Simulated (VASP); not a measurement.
Wanted: the native input for a VASP 6.6.1 run.

* Task: relaxation of cell and atoms
* Functional: PBE
* Potentials or basis: VASP PAW PBE potentials, release 64 (Mg, Si, N)
* Cutoff: 600 eV
* k mesh: 12 × 12 × 6
* Occupations: gaussian, width 0.1 eV
* Spin: no spin polarisation
* Dipole correction: no
* Further INCAR settings: ALGO = Normal; EDIFF = 1e-06; IBRION = 2; EDIFFG = -0.01; NSW = 100; ISIF = 3

The structure of Mg2SiN2 lies in POSCAR:

```
Mg2SiN2
1.0
    2.8970496407      0.0000000000      0.0000000000
   -1.4485248204      2.5089185849      0.0000000000
    0.0000000000      0.0000000000      7.4754156591
Mg Si N
2 1 2
Direct
    0.6666666667      0.3333333333      0.3307155075
    0.3333333333      0.6666666667      0.6692844925
    0.0000000000      0.0000000000      0.0000000000
    0.6666666667      0.3333333333      0.8638027943
    0.3333333333      0.6666666667      0.1361972057
```

The cell was built from a structure type or drawn by symmetry, and may not be a known phase.

These files were run (other wordings do the same):

INCAR

```
PREC = Accurate
ENCUT = 600
EDIFF = 1E-6
ISMEAR = 0
SIGMA = 0.1
LREAL = F
LASPH = T
NELM = 80
ALGO = Normal
ISIF = 3
LWAVE = F
LCHARG = F
GGA = PE
IBRION = 2
NSW = 100
EDIFFG = -0.01
```

KPOINTS

```
Automatic mesh
0
Gamma
  12 12 6
```

Potentials or basis: VASP PAW PBE potentials, release 64 (Mg, Si, N).

The run is started by

```sh
$ cat potpaw_PBE.64/Mg/POTCAR potpaw_PBE.64/Si/POTCAR potpaw_PBE.64/N/POTCAR > POTCAR
$ mpirun -np 1 vasp_std > vasp.out
```

Results of the run:

| Quantity | Value |
| --- | --- |
| Relaxed volume | 10.80 Å³/atom |
| Relaxed cell | a = 2.892 Å, b = 2.892 Å, c = 7.457 Å, α = 90.00°, β = 90.00°, γ = 120.00° |
| Space group after relaxing (to 0.1 Å) | P-3m1 (No. 164) |
| Energy gained by relaxing | 0.2 meV/atom |
| Ionic steps | 6 |
| Pressure after relaxing | 0.0 GPa |
| Band gap on the k mesh | zero (bands 9 and 10 overlap by 0.68 eV) |

Wall time 5.3 min on 1 thread of Intel Xeon 8259CL (shared host), peak memory 0.26 GiB.
